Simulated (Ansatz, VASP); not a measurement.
**One calculation of KCl, two programs**

```xyz
2
Lattice="0.0000 3.1465 3.1465 3.1465 0.0000 3.1465 3.1465 3.1465 0.0000" Properties=species:S:1:pos:R:3 pbc="T T T"
K     0.0000    0.0000    0.0000
Cl    3.1465    3.1465    3.1465
```

Alike in both runs: task single point; functional LDA; k mesh 6 × 6 × 6; occupations gaussian, width 0.1 eV; no spin polarisation.

|  | VASP | Ansatz |
| --- | --- | --- |
| version | VASP 6.6.1 | Ansatz 0.2.0 |
| potentials or method | VASP PAW LDA potentials, release 64 (K_sv, Cl), cutoff 500 eV | scalar-relativistic, plane waves, PAW |
| valence electrons in the cell | 16 | 16 |

```tsv
	VASP	Ansatz	Ansatz less VASP
gap on the k mesh at the Fermi level (eV)	4.75	4.74	-0.004
least direct gap on the mesh (eV)	4.75	4.74	-0.004
pressure (GPa)	-1.9	-2.0	-0.03
```

LDA's correlation is that of Perdew and Zunger in VASP and of Perdew and Wang (1992) in Ansatz.
